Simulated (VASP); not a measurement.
# TiC (Fm-3m) in VASP: notebook

The runs below take TiC through relaxation of the atoms, with r2SCAN.

Program: VASP 6.6.1. These are calculated values, not measurements. Logs are shortened: lines on timing, memory, paths and dates and some standing lists are left out, and cuts for length are marked.

**1. The cell of the first run**

The structure is cubic, space group Fm-3m (No. 225). Conventional cell: a = 4.385 Å, b = 4.385 Å, c = 4.385 Å, α = 90.00°, β = 90.00°, γ = 90.00°. Ti (site symmetry m-3m) has 6 C at 2.19 Å within 2.9 Å. Within 2.9 Å of C (site symmetry m-3m) lie 6 Ti at 2.19 Å.

**2. Relaxation of the atoms, r2SCAN**

The input, POSCAR:

```
TiC
1.0
    0.0000000000      2.1927372900      2.1927372900
    2.1927372900      0.0000000000      2.1927372900
    2.1927372900      2.1927372900      0.0000000000
Ti C
1 1
Direct
    0.0000000000      0.0000000000      0.0000000000
    0.5000000000      0.5000000000      0.5000000000
```

The input, INCAR.step1:

```
PREC = Accurate
ENCUT = 520
ISMEAR = -1
SIGMA = 0.1
LREAL = False
LASPH = True
NELM = 60
GGA = PE
ALGO = Normal
EDIFF = 1E-4
LWAVE = True
LCHARG = False
```

The input, INCAR.step2:

```
PREC = Accurate
ENCUT = 520
EDIFF = 1E-6
ISMEAR = -1
SIGMA = 0.1
LREAL = False
LASPH = True
NELM = 60
ALGO = Normal
ISIF = 2
LWAVE = False
LCHARG = False
METAGGA = R2SCAN
LMIXTAU = True
IBRION = 2
NSW = 50
EDIFFG = -0.01
ISTART = 1
```

The input, KPOINTS:

```
Automatic mesh
0
Gamma
  13 13 13
```

Potentials or basis: VASP PAW PBE potentials, release 64 (Ti_sv, C).

Command:

```console
cat potpaw_PBE.64/Ti_sv/POTCAR potpaw_PBE.64/C/POTCAR > POTCAR
cp INCAR.step1 INCAR
mpirun -np 1 vasp_std > vasp.out
cp INCAR.step2 INCAR
mpirun -np 1 vasp_std > vasp.out
```

OUTCAR:

```text
PREC = Accurate
   ENCUT = 520
   EDIFF = 1E-6
   ISMEAR = -1
   LREAL = False
   LASPH = True
   NELM = 60
   ISIF = 2
   METAGGA = R2SCAN
   IBRION = 2
   NSW = 50
   EDIFFG = -0.01
   ISTART = 1

 ion  position               nearest neighbor table
   1  0.000  0.000  0.000-   2 2.19   2 2.19   2 2.19   2 2.19   2 2.19   2 2.19
   2  0.500  0.500  0.500-   1 2.19   1 2.19   1 2.19   1 2.19   1 2.19   1 2.19

  LATTYP: Found a face centered cubic cell.
 ALAT       =     4.3854745800

  Lattice vectors:

 A1 = (   0.0000000000,   2.1927372900,   2.1927372900)
 A2 = (   2.1927372900,   0.0000000000,   2.1927372900)
 A3 = (   2.1927372900,   2.1927372900,   0.0000000000)

Analysis of symmetry for initial positions (statically):
=====================================================================
 Subroutine PRICEL returns:
 Original cell was already a primitive cell.

 Routine SETGRP: Setting up the symmetry group for a
 face centered cubic supercell.

 Subroutine GETGRP returns: Found 48 space group operations
 (whereof 48 operations were pure point group operations)
 out of a pool of 48 trial point group operations.

The static configuration has the point symmetry O_h .

Analysis of symmetry for dynamics (positions and initial velocities):
=====================================================================
 Subroutine PRICEL returns:
 Original cell was already a primitive cell.

 Routine SETGRP: Setting up the symmetry group for a
 face centered cubic supercell.

 Subroutine GETGRP returns: Found 48 space group operations
 (whereof 48 operations were pure point group operations)
 out of a pool of 48 trial point group operations.

The dynamic configuration has the point symmetry O_h .

 Subroutine INISYM returns: Found 48 space group operations
 (whereof 48 operations are pure point group operations),
 and found     1 'primitive' translations

----------------------------------------------------------------------------------------

                                     Primitive cell

  volume of cell :      21.0858

  direct lattice vectors                    reciprocal lattice vectors
     0.000000000  2.192737290  2.192737290    -0.228025492  0.228025492  0.228025492
     2.192737290  0.000000000  2.192737290     0.228025492 -0.228025492  0.228025492
     2.192737290  2.192737290  0.000000000     0.228025492  0.228025492 -0.228025492

  length of vectors
[... 90 lines left out ...]
   POTIM  = 0.5000    time-step for ionic-motion
   TEBEG  =    0.0;   TEEND  =   0.0 temperature during run
   PSTRESS=    0.0 pullay stress
   NELECT =      16.0000    total number of electrons
   NUPDOWN=      -1.0000    fix difference up-down
   EMIN   =  10.00;   EMAX   =-10.00  energy-range for DOS
   EFERMI =   0.00;   METHOD = LEGACY
   ISMEAR =    -1;   SIGMA  =   0.10  broadening in eV -4-tet -1-fermi 0-gaus
   EFERMI_NEDOS =   21; number of points for ismear=-14 and -15
   IALGO  =     38    algorithm
   IMIX   =      4    mixing-type and parameters
     AMIX     =   0.40;   BMIX     =  1.00
     AMIX_MAG =   1.60;   BMIX_MAG =  1.00
  volume/ion in A,a.u.               =      10.54        71.15
  Fermi-wavevector in a.u.,A,eV,Ry     =   1.493201  2.821740 30.336213  2.229649
  Thomas-Fermi vector in A             =   2.605632
   LORBIT       =      0    0 simple, 1 ext, 2 COOP (PROOUT), +10 PAW based schemes
   METAGGA = R2SCAN    functional components
   LHFCALC =     F    Hartree Fock is set to
   AEXX    =    0.0000 exact exchange contribution
   IVDW    =     0    specifies the selected vdW correction
   LEPSILON=     F    determine dielectric tensor
   LRPA    =     F    only Hartree local field effects (RPA)
 conjugate gradient relaxation of ions
 non-spin polarized calculation
  energy-cutoff  :      520.00
  volume of cell :       21.09
 maximum number of plane-waves:       578
   NGX = 11   NGY = 11   NGZ = 11

 number of electron      15.9999996 magnetization

 Free energy of the ion-electron system (eV)
  ---------------------------------------------------
  ext. energy  EPLUGINS =         0.00000000
  ---------------------------------------------------
  free energy    TOTEN  =       -24.85319966 eV

  energy without entropy =      -24.84475616  energy(sigma->0) =      -24.84897791

 E-fermi :   9.0572     XC(G=0): -13.3744

 val. band max:        8.9185373059   @ k =   0.1538   0.1538   0.0000
 cond. band min:       9.1224016437   @ k =   0.3846   0.3077   0.0000
 fundamental gap:      0.2038643378
 Fermi energy:         9.0571561572

 k-point     1 :       0.0000    0.0000    0.0000
  band No.  band energies     occupation
      1     -50.0382      2.00000
      2     -25.0330      2.00000
      3     -25.0329      2.00000
      4     -25.0329      2.00000
      5      -3.9713      2.00000
      6       9.9019      0.00043
      7       9.9019      0.00043
      8       9.9019      0.00043
      9      10.6751      0.00000
     10      10.6751      0.00000
     11      10.6751      0.00000
     12      10.6901      0.00000
[... 331 lines left out ...]
 k-point    24 :       0.4615    0.1538    0.0000
  band No.  band energies     occupation
      1     -49.9732      2.00000
      2     -25.4180      2.00000
      3     -25.1228      2.00000
      4     -25.1010      2.00000
      5      -1.1466      2.00000
      6       4.0753      2.00000
      7       6.0780      2.00000
      8       6.6213      2.00000
      9      11.1501      0.00000
     10      12.1376      0.00000
     11      12.9870      0.00000
     12      15.5555      0.00000

 [... further k-points ...]

------------------------ aborting loop because EDIFF is reached ----------------------------------------

  FORCE on cell =-STRESS in cart. coord.  units (eV):
  Direction    XX          YY          ZZ          XY          YZ          ZX
  --------------------------------------------------------------------------------------
  -------------------------------------------------------------------------------------
  Total       -1.1560130     -1.1560130     -1.1560130      0.0000000     -0.0000000     -0.0000000
  in kB      -87.8382112    -87.8382112    -87.8382112      0.0000000     -0.0000000     -0.0000000
  external PRESSURE =     -87.8382112 kB  Pullay stress =       0.0000000 kB

 VOLUME and BASIS-vectors are now :
 -----------------------------------------------------------------------------
  energy-cutoff  :      520.00
  volume of cell :       21.09
      direct lattice vectors                 reciprocal lattice vectors
     0.000000000  2.192737290  2.192737290    -0.228025492  0.228025492  0.228025492
     2.192737290  0.000000000  2.192737290     0.228025492 -0.228025492  0.228025492
     2.192737290  2.192737290  0.000000000     0.228025492  0.228025492 -0.228025492

 POSITION                                       TOTAL-FORCE (eV/Angst)
 -----------------------------------------------------------------------------------
      0.00000      0.00000      0.00000        -0.000000      0.000000      0.000000
      2.19274      2.19274      2.19274         0.000000     -0.000000     -0.000000
 -----------------------------------------------------------------------------------
    total drift:                                0.000000     -0.000000     -0.000000

  FREE ENERGIE OF THE ION-ELECTRON SYSTEM (eV)
  ---------------------------------------------------
  free  energy   TOTEN  =       -24.8531996595 eV

  energy  without entropy=      -24.8447561602  energy(sigma->0) =      -24.84897791

 reached required accuracy - stopping structural energy minimisation
```

OUTCAR.step1:

```text
PREC = Accurate
   ENCUT = 520
   ISMEAR = -1
   LREAL = False
   LASPH = True
[... 580 lines left out ...]
      0.00000      0.00000      0.00000         0.000000     -0.000000      0.000000
      2.19274      2.19274      2.19274         0.000000      0.000000     -0.000000
 -----------------------------------------------------------------------------------
    total drift:                                0.000000     -0.000000     -0.000000

  FREE ENERGIE OF THE ION-ELECTRON SYSTEM (eV)
  ---------------------------------------------------
  free  energy   TOTEN  =       -18.6956138621 eV

  energy  without entropy=      -18.6853294652  energy(sigma->0) =      -18.69047166
```

It took 25 s on 1 thread of Intel Xeon 6975P-C (Granite Rapids), shared host; peak memory 0.16 GiB.

Results:

| Property | Result |
| --- | --- |
| Free energy | -24.8532 eV |
| Pressure after relaxing | -8.8 GPa |
| Band gap on the k mesh | zero (bands 8 and 9 overlap by 1.30 eV) |

Final structure:
```
CELL_PARAMETERS angstrom
0.00000 2.19274 2.19274
2.19274 0.00000 2.19274
2.19274 2.19274 0.00000
ATOMIC_POSITIONS crystal
Ti 0.00000 0.00000 0.00000
C 0.50000 0.50000 0.50000
```

Levels at points of the mesh, in eV from the Fermi level:
```tsv
k point	band 4	band 5	band 6	band 7	band 8	band 9	band 10	band 11	band 12
(0.00, 0.00, 0.00)	-34.09	-13.03	0.84	0.84	0.84	1.62	1.62	1.62	1.63
```

Caveat: the relaxation stopped at its first step, so nothing moved; the PAW data sets were made with another functional, which shifts forces and pressure a little.

**3. Relaxation of the atoms, r2SCAN**

This run uses another cell than the first one, of 10.75 Å³/atom.

The input, POSCAR:

```
TiC
1.0
    0.0000000000      2.2067041500      2.2067041500
    2.2067041500      0.0000000000      2.2067041500
    2.2067041500      2.2067041500      0.0000000000
Ti C
1 1
Direct
    0.0000000000      0.0000000000      0.0000000000
    0.5000000000      0.5000000000      0.5000000000
```

The input, INCAR.step1:

```
  ALGO = Normal
  EDIFF = 1E-4
  ENCUT = 520
  GGA = PE
  ISMEAR = -1
  LASPH = True
  LCHARG = False
  LREAL = False
  LWAVE = True
  NELM = 100
  PREC = Accurate
  SIGMA = 0.1
```

The input, INCAR.step2:

```
  ALGO = Normal
  EDIFF = 1E-6
  EDIFFG = -0.01
  ENCUT = 520
  IBRION = 2
  ISIF = 2
  ISMEAR = -1
  ISTART = 1
  LASPH = True
  LCHARG = False
  LMIXTAU = True
  LREAL = False
  LWAVE = False
  METAGGA = R2SCAN
  NELM = 100
  NSW = 50
  PREC = Accurate
  SIGMA = 0.1
```

The input, KPOINTS:

```
k-points
0
Gamma
  13 13 13
```

Potentials or basis: VASP PAW PBE potentials, release 64 (Ti_sv, C).

Command:

```console
cat potpaw_PBE.64/Ti_sv/POTCAR potpaw_PBE.64/C/POTCAR > POTCAR
cp INCAR.step1 INCAR
mpirun -np 1 vasp_std > vasp.out
cp INCAR.step2 INCAR
mpirun -np 1 vasp_std > vasp.out
```

It took 26 s on 1 thread of Intel Xeon 6975P-C (Granite Rapids), shared host; peak memory 0.16 GiB.

The run converged. Its results:

- Free energy: -24.8260 eV
- Pressure after relaxing: -12.9 GPa
- Band gap on the k mesh: zero (bands 8 and 9 overlap by 1.29 eV)

Final structure:
```cif
data_structure
_symmetry_space_group_name_H-M 'P 1'
_symmetry_Int_Tables_number 1
_cell_length_a 3.1208
_cell_length_b 3.1208
_cell_length_c 3.1208
_cell_angle_alpha 60.000
_cell_angle_beta 60.000
_cell_angle_gamma 60.000
_cell_volume 21.49
loop_
_atom_site_label
_atom_site_type_symbol
_atom_site_fract_x
_atom_site_fract_y
_atom_site_fract_z
_atom_site_occupancy
Ti1 Ti 0.00000 0.00000 0.00000 1
C1 C 0.50000 0.50000 0.50000 1
```

Levels at points of the mesh, in eV from the Fermi level:
```tsv
k point	band 6	band 7	band 8	band 9	band 10	band 11
(0.00, 0.00, 0.00)	0.83	0.83	0.83	1.59	1.59	1.59
```

Caveat: the relaxation stopped at its first step, so nothing moved; the PAW data sets were made with another functional, which shifts forces and pressure a little.

The gap in the log of VASP goes by the Fermi energy; the results here count the filled bands.